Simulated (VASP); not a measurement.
A run of VASP 6.6.1 is set up as follows.

INCAR

```
SYSTEM = Na2S
PREC = Accurate
ENCUT = 400
EDIFF = 1E-8
ISMEAR = -1
SIGMA = 0.02
LREAL = .FALSE.
LASPH = .TRUE.
NELM = 120
ALGO = Normal
ISIF = 2
LWAVE = .FALSE.
LCHARG = .FALSE.
GGA = PS
LEFG = .TRUE.
NBANDS = 17
GGA_COMPAT = .FALSE.
```

File KPOINTS:

```
Automatic mesh
0
G
  8 8 8
  0 0 0
```

POSCAR

```
Na2S
1.0
    0.0000000000      3.1963894727      3.1963894727
    3.1963894727      0.0000000000      3.1963894727
    3.1963894727      3.1963894727      0.0000000000
Na S
2 1
Direct
    0.2500000000      0.2500000000      0.2500000000
    0.7500000000      0.7500000000      0.7500000000
    0.0000000000      0.0000000000      0.0000000000
```

Potentials or basis: VASP PAW PBE potentials, release 64 (Na_pv, S).

Command:

```console
$ cat potpaw_PBE.64/Na_pv/POTCAR potpaw_PBE.64/S/POTCAR > POTCAR
$ mpirun -np 1 vasp_std > vasp.out
```

Task: Estimate the band gap on the k mesh.

Result: 2.59 eV.

Task: Predict the pressure.

Result: 1.5 GPa.

Caveat: the PAW data sets were made with another functional, which shifts forces and pressure a little.
